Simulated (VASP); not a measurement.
# CaO (Fm-3m) in VASP: settings compared

The runs below take CaO through single point, with PBE, LDA, PBE+D4.

Program: VASP 6.6.1. These are calculated values, not measurements. Logs are shortened: lines on timing, memory, paths and dates and some standing lists are left out, and cuts for length are marked.

**1. The cell of the first run**

It takes space group Fm-3m (No. 225, cubic). Conventional cell: a = 4.795 Å, b = 4.795 Å, c = 4.795 Å, α = 90.00°, β = 90.00°, γ = 90.00°. Within 3.2 Å of Ca (site symmetry m-3m) lie 6 O at 2.40 Å. Within 3.2 Å of O (site symmetry m-3m) lie 6 Ca at 2.40 Å.

**2. Single point, PBE**

The input, INCAR:

```
SYSTEM = CaO
  ALGO = Normal
  EDIFF = 1E-6
  ENCUT = 600
  GGA = PE
  GGA_COMPAT = .FALSE.
  ISIF = 2
  ISMEAR = 0
  LASPH = .TRUE.
  LCHARG = .TRUE.
  LELF = .TRUE.
  LREAL = .FALSE.
  LVHAR = .TRUE.
  LWAVE = .FALSE.
  NBANDS = 15
  NELM = 120
  PREC = Accurate
  SIGMA = 0.01
```

The input, KPOINTS:

```
k-points
0
G
  4 4 4
  0 0 0
```

The input, POSCAR:

```
CaO
1.0
    0.0000000000      2.3975473901      2.3975473901
    2.3975473901      0.0000000000      2.3975473901
    2.3975473901      2.3975473901      0.0000000000
Ca O
1 1
Direct
    0.0000000000      0.0000000000      0.0000000000
    0.5000000000      0.5000000000      0.5000000000
```

Potentials or basis: VASP PAW PBE potentials, release 64 (Ca_sv, O).

Command:

```console
$ cat potpaw_PBE.64/Ca_sv/POTCAR potpaw_PBE.64/O/POTCAR > POTCAR
$ mpirun -np 1 vasp_std > vasp.out
```

OUTCAR:

```text
SYSTEM = CaO
   EDIFF = 1E-6
   ENCUT = 600
   GGA = PE
   ISIF = 2
   ISMEAR = 0
   LASPH = .TRUE.
   LREAL = .FALSE.
   NELM = 120
   PREC = Accurate

 ion  position               nearest neighbor table
   1  0.000  0.000  0.000-   2 2.40   2 2.40   2 2.40   2 2.40   2 2.40   2 2.40
   2  0.500  0.500  0.500-   1 2.40   1 2.40   1 2.40   1 2.40   1 2.40   1 2.40

  LATTYP: Found a face centered cubic cell.
 ALAT       =     4.7950947802

  Lattice vectors:

 A1 = (   0.0000000000,   2.3975473901,   2.3975473901)
 A2 = (   2.3975473901,   0.0000000000,   2.3975473901)
 A3 = (   2.3975473901,   2.3975473901,   0.0000000000)

Analysis of symmetry for initial positions (statically):
=====================================================================
 Subroutine PRICEL returns:
 Original cell was already a primitive cell.

 Routine SETGRP: Setting up the symmetry group for a
 face centered cubic supercell.

 Subroutine GETGRP returns: Found 48 space group operations
 (whereof 48 operations were pure point group operations)
 out of a pool of 48 trial point group operations.

The static configuration has the point symmetry O_h .

Analysis of symmetry for dynamics (positions and initial velocities):
=====================================================================
 Subroutine PRICEL returns:
 Original cell was already a primitive cell.

 Routine SETGRP: Setting up the symmetry group for a
 face centered cubic supercell.

 Subroutine GETGRP returns: Found 48 space group operations
 (whereof 48 operations were pure point group operations)
 out of a pool of 48 trial point group operations.

The dynamic configuration has the point symmetry O_h .

 Subroutine INISYM returns: Found 48 space group operations
 (whereof 48 operations are pure point group operations),
 and found     1 'primitive' translations

----------------------------------------------------------------------------------------

                                     Primitive cell

  volume of cell :      27.5633

  direct lattice vectors                    reciprocal lattice vectors
     0.000000000  2.397547390  2.397547390    -0.208546451  0.208546451  0.208546451
     2.397547390  0.000000000  2.397547390     0.208546451 -0.208546451  0.208546451
     2.397547390  2.397547390  0.000000000     0.208546451  0.208546451 -0.208546451

  length of vectors
     3.390644036  3.390644036  3.390644036     0.361213049  0.361213049  0.361213049

  position of ions in fractional coordinates (direct lattice)
     0.000000000  0.000000000  0.000000000
     0.500000000  0.500000000  0.500000000

  ion indices of the primitive-cell ions
   primitive index   ion index
                 1           1
                 2           2

----------------------------------------------------------------------------------------

 KPOINTS: k-points

Automatic generation of k-mesh.
 Grid dimensions read from file:
 generate k-points for:    4    4    4

 Generating k-lattice:

  Cartesian coordinates                     Fractional coordinates (reciprocal lattice)
    -0.052136613  0.052136613  0.052136613     0.250000000  0.000000000  0.000000000
     0.052136613 -0.052136613  0.052136613     0.000000000  0.250000000  0.000000000
     0.052136613  0.052136613 -0.052136613     0.000000000  0.000000000  0.250000000

  Length of vectors
     0.090303262  0.090303262  0.090303262

  Shift w.r.t. Gamma in fractional coordinates (k-lattice)
     0.000000000  0.000000000  0.000000000

 Subroutine IBZKPT returns following result:
 ===========================================

 Found      8 irreducible k-points:

 Following reciprocal coordinates:
            Coordinates               Weight
  0.000000  0.000000  0.000000      1.000000
  0.250000  0.000000  0.000000      8.000000
  0.500000  0.000000  0.000000      4.000000
  0.250000  0.250000  0.000000      6.000000
  0.500000  0.250000  0.000000     24.000000
 -0.250000  0.250000  0.000000     12.000000
  0.500000  0.500000  0.000000      3.000000
 -0.250000  0.500000  0.250000      6.000000
   k-points           NKPTS =      8   k-points in BZ     NKDIM =      8   number of bands    NBANDS=     15
   number of dos      NEDOS =    301   number of ions     NIONS =      2
   total plane-waves  NPLWV =  21952
   dimension x,y,z NGX =    28 NGY =   28 NGZ =   28
   dimension x,y,z NGXF=    56 NGYF=   56 NGZF=   56
   ions per type =               1   1
   NGX,Y,Z   is equivalent  to a cutoff of  13.73, 13.73, 13.73 a.u.
   NGXF,Y,Z  is equivalent  to a cutoff of  27.46, 27.46, 27.46 a.u.
 SYSTEM =  CaO
   PREC   = accura    normal or accurate (medium, high low for compatibility)
   ISTART =      0    job   : 0-new  1-cont  2-samecut
   ICHARG =      2    charge: 1-file 2-atom 10-const
   ISPIN  =      1    spin polarized calculation?
   LNONCOLLINEAR =      F non collinear calculations
   LSORBIT =      F    spin-orbit coupling
   LASPH  =      T    aspherical Exc in radial PAW
   ENCUT  =  600.0 eV  44.10 Ry    6.64 a.u.   6.77  6.77  6.77*2*pi/ulx,y,z
   NELM   =    120;   NELMIN=  2; NELMDL= -5     # of ELM steps
   EDIFF  = 0.1E-05   stopping-criterion for ELM
   LREAL  =      F    real-space projection
   EDIFFG = 0.1E-04   stopping-criterion for IOM
   NSW    =      0    number of steps for IOM
   IBRION =     -1    ionic relax: 0-MD 1-quasi-New 2-CG
   NFREE  =      0    steps in history (QN), initial steepest desc. (CG)
   ISIF   =      2    stress and relaxation
   ISYM   =      2    0-nonsym 1-usesym 2-fastsym
   POTIM  = 0.5000    time-step for ionic-motion
   TEBEG  =    0.0;   TEEND  =   0.0 temperature during run
   PSTRESS=    0.0 pullay stress
   NELECT =      16.0000    total number of electrons
   NUPDOWN=      -1.0000    fix difference up-down
   EMIN   =  10.00;   EMAX   =-10.00  energy-range for DOS
   EFERMI =   0.00;   METHOD = LEGACY
   ISMEAR =     0;   SIGMA  =   0.01  broadening in eV -4-tet -1-fermi 0-gaus
   EFERMI_NEDOS =   21; number of points for ismear=-14 and -15
   IALGO  =     38    algorithm
   IMIX   =      4    mixing-type and parameters
     AMIX     =   0.40;   BMIX     =  1.00
     AMIX_MAG =   1.60;   BMIX_MAG =  1.00
  volume/ion in A,a.u.               =      13.78        93.00
  Fermi-wavevector in a.u.,A,eV,Ry     =   1.365644  2.580694 25.374656  1.864985
  Thomas-Fermi vector in A             =   2.491855
   LORBIT       =      0    0 simple, 1 ext, 2 COOP (PROOUT), +10 PAW based schemes
   GGA     = PE    functional components
   LHFCALC =     F    Hartree Fock is set to
   AEXX    =    0.0000 exact exchange contribution
   IVDW    =     0    specifies the selected vdW correction
   LEPSILON=     F    determine dielectric tensor
   LRPA    =     F    only Hartree local field effects (RPA)
 non-spin polarized calculation
 Gauss-broadening in eV      SIGMA  =   0.01
  energy-cutoff  :      600.00
  volume of cell :       27.56
 maximum number of plane-waves:       941
   NGX = 13   NGY = 13   NGZ = 13

 number of electron      15.9999997 magnetization

 Free energy of the ion-electron system (eV)
  ---------------------------------------------------
  ext. energy  EPLUGINS =         0.00000000
  ---------------------------------------------------
  free energy    TOTEN  =       -12.79584242 eV

  energy without entropy =      -12.79584242  energy(sigma->0) =      -12.79584242

 E-fermi :   2.4605     XC(G=0): -10.5083

 val. band max:        2.3962961426   @ k =   0.0000   0.0000   0.0000
 cond. band min:       6.0237846255   @ k =   0.5000   0.5000   0.0000
 fundamental gap:      3.6274884829
 Fermi energy:         2.4604988474

 k-point     1 :       0.0000    0.0000    0.0000
  band No.  band energies     occupation
      1     -35.2204      2.00000
      2     -15.9793      2.00000
      3     -15.9793      2.00000
      4     -15.9793      2.00000
      5     -13.1499      2.00000
      6       2.3963      2.00000
      7       2.3963      2.00000
      8       2.3963      2.00000
      9       7.1633      0.00000
     10       8.6319      0.00000
     11       8.6319      0.00000
     12       8.6319      0.00000
     13      10.1477      0.00000
     14      10.1477      0.00000
     15      17.5103      0.00000

 k-point     2 :       0.2500    0.0000    0.0000
  band No.  band energies     occupation
      1     -35.1675      2.00000
      2     -16.6322      2.00000
      3     -16.0068      2.00000
      4     -16.0068      2.00000
      5     -12.4597      2.00000
      6       0.8522      2.00000
      7       1.7259      2.00000
      8       1.7259      2.00000
      9       8.6673      0.00000
     10       9.3107      0.00000
     11       9.5978      0.00000
     12       9.5978      0.00000
     13      11.4144      0.00000
     14      11.4144      0.00000
     15      18.4063      0.00000

 k-point     3 :       0.5000    0.0000    0.0000
  band No.  band energies     occupation
      1     -35.1140      2.00000
      2     -17.1242      2.00000
      3     -16.0340      2.00000
      4     -16.0340      2.00000
      5     -11.9237      2.00000
      6      -0.2613      2.00000
      7       1.1786      2.00000
      8       1.1786      2.00000
      9       9.4745      0.00000
     10      10.7824      0.00000
     11      10.7824      0.00000
     12      10.9519      0.00000
     13      12.8699      0.00000
     14      12.8699      0.00000
     15      16.6926      0.00000
[... 55 lines left out ...]
 k-point     7 :       0.5000    0.5000    0.0000
  band No.  band energies     occupation
      1     -35.0826      2.00000
      2     -16.5954      2.00000
      3     -16.2124      2.00000
      4     -16.2124      2.00000
      5     -12.9107      2.00000
      6       1.0967      2.00000
      7       2.0229      2.00000
      8       2.0229      2.00000
      9       6.0238      0.00000
     10      10.4857      0.00000
     11      11.3219      0.00000
     12      11.9697      0.00000
     13      11.9697      0.00000
     14      13.7221      0.00000
     15      15.8829      0.00000

 k-point     8 :      -0.2500    0.5000    0.2500
  band No.  band energies     occupation
      1     -35.0816      2.00000
      2     -16.4204      2.00000
      3     -16.4063      2.00000
      4     -16.4063      2.00000
      5     -12.5088      2.00000
      6       1.0976      2.00000
      7       1.3365      2.00000
      8       1.3365      2.00000
      9       8.7274      0.00000
     10       8.7274      0.00000
     11      10.8245      0.00000
     12      11.9755      0.00000
     13      12.4192      0.00000
     14      16.3419      0.00000
     15      16.6260      0.00000

------------------------ aborting loop because EDIFF is reached ----------------------------------------

  FORCE on cell =-STRESS in cart. coord.  units (eV):
  Direction    XX          YY          ZZ          XY          YZ          ZX
  --------------------------------------------------------------------------------------
  -------------------------------------------------------------------------------------
  Total        0.5157791      0.5157791      0.5157791     -0.0000000      0.0000000      0.0000000
  in kB       29.9807683     29.9807683     29.9807683     -0.0000000      0.0000000      0.0000000
  external PRESSURE =      29.9807683 kB  Pullay stress =       0.0000000 kB

 VOLUME and BASIS-vectors are now :
 -----------------------------------------------------------------------------
  energy-cutoff  :      600.00
  volume of cell :       27.56
      direct lattice vectors                 reciprocal lattice vectors
     0.000000000  2.397547390  2.397547390    -0.208546451  0.208546451  0.208546451
     2.397547390  0.000000000  2.397547390     0.208546451 -0.208546451  0.208546451
     2.397547390  2.397547390  0.000000000     0.208546451  0.208546451 -0.208546451

 POSITION                                       TOTAL-FORCE (eV/Angst)
 -----------------------------------------------------------------------------------
      0.00000      0.00000      0.00000         0.000000      0.000000      0.000000
      2.39755      2.39755      2.39755        -0.000000     -0.000000     -0.000000
 -----------------------------------------------------------------------------------
    total drift:                                0.000000      0.000000      0.000000

  FREE ENERGIE OF THE ION-ELECTRON SYSTEM (eV)
  ---------------------------------------------------
  free  energy   TOTEN  =       -12.7958424213 eV

  energy  without entropy=      -12.7958424213  energy(sigma->0) =      -12.79584242
```

Run time: 8.5 s. Hardware: 1 thread of Intel Xeon 8259CL, shared host; peak memory 0.15 GiB.

Results:

- Free energy: -12.7958 eV
- Pressure: 3.0 GPa
- Band gap on the k mesh: 3.63 eV (least direct gap 4.00 eV)

Levels at points of the mesh, in eV from the valence-band top:
| k point | band 5 | band 6 | band 7 | band 8 | band 9 | band 10 | band 11 | band 12 |
| --- | --- | --- | --- | --- | --- | --- | --- | --- |
| (0.00, 0.00, 0.00) | -15.55 | 0.00 | 0.00 | 0.00 | 4.77 | 6.24 | 6.24 | 6.24 |
| (0.50, 0.00, 0.00) | -14.32 | -2.66 | -1.22 | -1.22 | 7.08 | 8.39 | 8.39 | 8.56 |
| (0.50, 0.50, 0.00) | -15.31 | -1.30 | -0.37 | -0.37 | 3.63 | 8.09 | 8.93 | 9.57 |

Caveat: the k points lie up to 0.57 Å⁻¹ apart. A k mesh can miss the band edges.

[end of part 1 of 4]
